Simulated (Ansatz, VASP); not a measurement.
One calculation of Hg, two programs

```
Hg
1.0
     0.00000    2.52556    2.52556
     2.52556    0.00000    2.52556
     2.52556    2.52556    0.00000
Hg
1
Direct
  0.00000 0.00000 0.00000
```

Alike in both runs: task single point; functional PBE; k mesh 16 × 16 × 16; occupations gaussian, width 0.05 eV; no spin polarisation.

|  | VASP | Ansatz |
| --- | --- | --- |
| version | VASP 6.6.1 | Ansatz 0.2.0 |
| potentials or method | VASP PAW PBE potentials, release 64 (Hg), cutoff 500 eV | scalar-relativistic, plane waves, PAW |
| valence electrons in the cell | 12 | 20 |

|  | VASP | Ansatz | Ansatz less VASP |
| --- | --- | --- | --- |
| gap on the k mesh at the Fermi level (eV) | 0.22 | 0.20 | -0.014 |
| least direct gap on the mesh (eV) | 1.25 | 1.23 | -0.018 |
| pressure (GPa) | 0.1 | 0.0 | -0.04 |

VASP's potentials hold 12 valence electrons a cell and Ansatz's 20, so a difference there can come from the potentials and not from the codes.

Neither program's run includes spin-orbit coupling.
